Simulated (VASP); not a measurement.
# Al (Fm-3m) in VASP: single point with PBE

Aim: the single point of Al with PBE.

All numbers are computed with VASP 6.6.1; they aren't measurements. Logs are shortened: lines on timing, memory, paths and dates and some standing lists are left out, and cuts for length are marked.

## Step 1: The cell of the first run

Symmetry: Fm-3m, No. 225, cubic system. The conventional cell has a = 4.042 Å, b = 4.042 Å, c = 4.042 Å, α = 90.00°, β = 90.00°, γ = 90.00°. Al (site symmetry m-3m) has 12 Al at 2.86 Å within 3.8 Å.

## Step 2: Single point, PBE

Input file INCAR:

```
SYSTEM = Al
  PREC = Accurate
  ENCUT = 520
  EDIFF = 1E-7
  ISMEAR = 0
  SIGMA = 0.1
  LREAL = .FALSE.
  LASPH = .TRUE.
  NELM = 60
  ALGO = Normal
  ISIF = 2
  LWAVE = .FALSE.
  LCHARG = .FALSE.
  GGA = PE
  NBANDS = 8
```

Input file KPOINTS:

```
regular mesh
0
G
  18 18 18
  0 0 0
```

Input file POSCAR:

```
Al
1.0
    0.0000000000      2.0208639497      2.0208639497
    2.0208639497      0.0000000000      2.0208639497
    2.0208639497      2.0208639497      0.0000000000
Al
1
Direct
    0.0000000000      0.0000000000      0.0000000000
```

Potentials or basis: VASP PAW PBE potentials, release 64 (Al).

Command:

```
> cat potpaw_PBE.64/Al/POTCAR > POTCAR
> mpirun -np 1 vasp_std > vasp.out
```

OUTCAR:

```text
SYSTEM = Al
   PREC = Accurate
   ENCUT = 520
   EDIFF = 1E-7
   ISMEAR = 0
   LREAL = .FALSE.
   LASPH = .TRUE.
   NELM = 60
   ISIF = 2
   GGA = PE

 ion  position               nearest neighbor table
   1  0.000  0.000  0.000-

  LATTYP: Found a face centered cubic cell.
 ALAT       =     4.0417278994

  Lattice vectors:

 A1 = (   0.0000000000,   2.0208639497,   2.0208639497)
 A2 = (   2.0208639497,   0.0000000000,   2.0208639497)
 A3 = (   2.0208639497,   2.0208639497,   0.0000000000)

Analysis of symmetry for initial positions (statically):
=====================================================================
 Subroutine PRICEL returns:
 Original cell was already a primitive cell.

 Routine SETGRP: Setting up the symmetry group for a
 face centered cubic supercell.

 Subroutine GETGRP returns: Found 48 space group operations
[... 9 lines left out ...]

 Routine SETGRP: Setting up the symmetry group for a
 face centered cubic supercell.

 Subroutine GETGRP returns: Found 48 space group operations
[... 11 lines left out ...]
                                     Primitive cell

  volume of cell :      16.5060

  direct lattice vectors                    reciprocal lattice vectors
     0.000000000  2.020863950  2.020863950    -0.247418932  0.247418932  0.247418932
     2.020863950  0.000000000  2.020863950     0.247418932 -0.247418932  0.247418932
     2.020863950  2.020863950  0.000000000     0.247418932  0.247418932 -0.247418932

  length of vectors
     2.857933205  2.857933205  2.857933205     0.428542161  0.428542161  0.428542161

  position of ions in fractional coordinates (direct lattice)
     0.000000000  0.000000000  0.000000000

  ion indices of the primitive-cell ions
   primitive index   ion index
                 1           1

----------------------------------------------------------------------------------------

 KPOINTS: regular mesh

Automatic generation of k-mesh.
 Grid dimensions read from file:
 generate k-points for:   18   18   18

 Generating k-lattice:

  Cartesian coordinates                     Fractional coordinates (reciprocal lattice)
    -0.013745496  0.013745496  0.013745496     0.055555556  0.000000000  0.000000000
     0.013745496 -0.013745496  0.013745496     0.000000000  0.055555556  0.000000000
     0.013745496  0.013745496 -0.013745496     0.000000000  0.000000000  0.055555556

  Length of vectors
     0.023807898  0.023807898  0.023807898

  Shift w.r.t. Gamma in fractional coordinates (k-lattice)
     0.000000000  0.000000000  0.000000000
[... 46 lines left out ...]
   LNONCOLLINEAR =      F non collinear calculations
   LSORBIT =      F    spin-orbit coupling
   LASPH  =      T    aspherical Exc in radial PAW
   ENCUT  =  520.0 eV  38.22 Ry    6.18 a.u.   5.31  5.31  5.31*2*pi/ulx,y,z
   NELM   =     60;   NELMIN=  2; NELMDL= -5     # of ELM steps
   EDIFF  = 0.1E-06   stopping-criterion for ELM
   LREAL  =      F    real-space projection
   EDIFFG = 0.1E-05   stopping-criterion for IOM
   NSW    =      0    number of steps for IOM
   IBRION =     -1    ionic relax: 0-MD 1-quasi-New 2-CG
   NFREE  =      0    steps in history (QN), initial steepest desc. (CG)
   ISIF   =      2    stress and relaxation
   ISYM   =      2    0-nonsym 1-usesym 2-fastsym
   POTIM  = 0.5000    time-step for ionic-motion
   TEBEG  =    0.0;   TEEND  =   0.0 temperature during run
   PSTRESS=    0.0 pullay stress
   NELECT =       3.0000    total number of electrons
   NUPDOWN=      -1.0000    fix difference up-down
   EMIN   =  10.00;   EMAX   =-10.00  energy-range for DOS
   EFERMI =   0.00;   METHOD = LEGACY
   ISMEAR =     0;   SIGMA  =   0.10  broadening in eV -4-tet -1-fermi 0-gaus
   EFERMI_NEDOS =   21; number of points for ismear=-14 and -15
   IALGO  =     38    algorithm
   IMIX   =      4    mixing-type and parameters
     AMIX     =   0.40;   BMIX     =  1.00
     AMIX_MAG =   1.60;   BMIX_MAG =  1.00
  volume/ion in A,a.u.               =      16.51       111.39
  Fermi-wavevector in a.u.,A,eV,Ry     =   0.927331  1.752402 11.700235  0.859943
  Thomas-Fermi vector in A             =   2.053389
   LORBIT       =      0    0 simple, 1 ext, 2 COOP (PROOUT), +10 PAW based schemes
   GGA     = PE    functional components
   LHFCALC =     F    Hartree Fock is set to
   AEXX    =    0.0000 exact exchange contribution
   IVDW    =     0    specifies the selected vdW correction
   LEPSILON=     F    determine dielectric tensor
   LRPA    =     F    only Hartree local field effects (RPA)
 non-spin polarized calculation
 Gauss-broadening in eV      SIGMA  =   0.10
  energy-cutoff  :      520.00
  volume of cell :       16.51
 maximum number of plane-waves:       459
 NGX is ok and might be reduce to    24
   NGX = 11   NGY = 11   NGZ = 11

 number of electron       3.0000000 magnetization

 Free energy of the ion-electron system (eV)
  ---------------------------------------------------
  ext. energy  EPLUGINS =         0.00000000
  ---------------------------------------------------
  free energy    TOTEN  =        -3.74452990 eV

  energy without entropy =       -3.74160790  energy(sigma->0) =       -3.74306890

 E-fermi :   7.9876     XC(G=0): -10.1952

 val. band max:        7.9813728642   @ k =  -0.2778   0.2778   0.0556
 cond. band min:       7.9888221138   @ k =  -0.2778   0.5000   0.2222
 fundamental gap:      0.0074492496
 Fermi energy:         7.9875692385

 k-point     1 :       0.0000    0.0000    0.0000
  band No.  band energies     occupation
      1      -3.1355      2.00000
      2      20.6136      0.00000
      3      20.6136      0.00000
      4      20.6136      0.00000
      5      22.1028      0.00000
      6      22.1028      0.00000
      7      22.1028      0.00000
      8      24.4596      0.00000
[... 243 lines left out ...]
 k-point    24 :      -0.2222    0.0556    0.0000
  band No.  band energies     occupation
      1      -1.4947      2.00000
      2      11.8364      0.00000
      3      17.2789      0.00000
      4      20.1298      0.00000
      5      21.8750      0.00000
      6      22.9254      0.00000
      7      23.3724      0.00000
      8      25.5744      0.00000

 [... further k-points ...]
[... 5 lines left out ...]
  --------------------------------------------------------------------------------------
  -------------------------------------------------------------------------------------
  Total       -0.0061556     -0.0061556     -0.0061556     -0.0000000     -0.0000000     -0.0000000
  in kB       -0.5975021     -0.5975021     -0.5975021     -0.0000000     -0.0000000     -0.0000000
  external PRESSURE =      -0.5975021 kB  Pullay stress =       0.0000000 kB

 VOLUME and BASIS-vectors are now :
 -----------------------------------------------------------------------------
  energy-cutoff  :      520.00
  volume of cell :       16.51
      direct lattice vectors                 reciprocal lattice vectors
     0.000000000  2.020863950  2.020863950    -0.247418932  0.247418932  0.247418932
     2.020863950  0.000000000  2.020863950     0.247418932 -0.247418932  0.247418932
     2.020863950  2.020863950  0.000000000     0.247418932  0.247418932 -0.247418932

 POSITION                                       TOTAL-FORCE (eV/Angst)
 -----------------------------------------------------------------------------------
      0.00000      0.00000      0.00000        -0.000000      0.000000      0.000000
 -----------------------------------------------------------------------------------
    total drift:                                0.000000     -0.000000     -0.000000

  FREE ENERGIE OF THE ION-ELECTRON SYSTEM (eV)
  ---------------------------------------------------
  free  energy   TOTEN  =        -3.7445299002 eV

  energy  without entropy=       -3.7416079041  energy(sigma->0) =       -3.74306890
```

OSZICAR:

```text
N       E                     dE             d eps       ncg     rms          rms(c)
DAV:   1    -0.235127558691E+01   -0.23513E+01   -0.83413E+02  3128   0.203E+02
DAV:   2    -0.375899728518E+01   -0.14077E+01   -0.13208E+01  4360   0.186E+01
DAV:   3    -0.376696936010E+01   -0.79721E-02   -0.79696E-02  4000   0.158E+00
DAV:   4    -0.376699044624E+01   -0.21086E-04   -0.21086E-04  4888   0.706E-02
DAV:   5    -0.376699050654E+01   -0.60298E-07   -0.60217E-07  4040   0.198E-03    0.130E+00
DAV:   6    -0.375400916462E+01    0.12981E-01   -0.16516E-03  4256   0.194E-01    0.758E-01
DAV:   7    -0.374453675800E+01    0.94724E-02   -0.49478E-03  4056   0.314E-01    0.147E-01
DAV:   8    -0.374453185837E+01    0.48996E-05   -0.13311E-05  4424   0.262E-02    0.816E-03
DAV:   9    -0.374453029652E+01    0.15618E-05   -0.86152E-07  4504   0.410E-03    0.683E-04
DAV:  10    -0.374452994042E+01    0.35610E-06   -0.36803E-09  4080   0.422E-04    0.263E-04
DAV:  11    -0.374452990020E+01    0.40226E-07   -0.15510E-10  2400   0.732E-05
   1 F= -.37445299E+01 E0= -.37430689E+01  d E =-.292200E-02
```

stdout:

```text
POSCAR found type information on POSCAR Al
 POSCAR found :  1 types and       1 ions
 scaLAPACK will be used
 LDA part: xc-table for (Slater+PW92), standard interpolation
 POSCAR, INCAR and KPOINTS ok, starting setup
 FFT: planning ... GRIDC
 FFT: planning ... GRID_SOFT
 FFT: planning ... GRID
 WAVECAR not read
 entering main loop
```

Run time: 38 s. Hardware: 1 thread of Intel Xeon 8259CL, shared host; peak memory 0.14 GiB.

What came out:

```yaml
Free_energy: -3.7445 eV
Pressure: -0.1 GPa
```

Levels at points of the mesh, in eV from the Fermi level:
```csv
k point,band 1,band 2,band 3,band 4,band 5,band 6
"(0.00, 0.00, 0.00)",-11.12,12.63,12.63,12.63,14.12,14.12
"(0.50, 0.00, 0.00)",-4.58,-4.37,11.41,11.41,11.47,11.47
"(0.50, 0.50, 0.00)",-2.91,-1.59,5.27,5.60,5.60,9.07
```
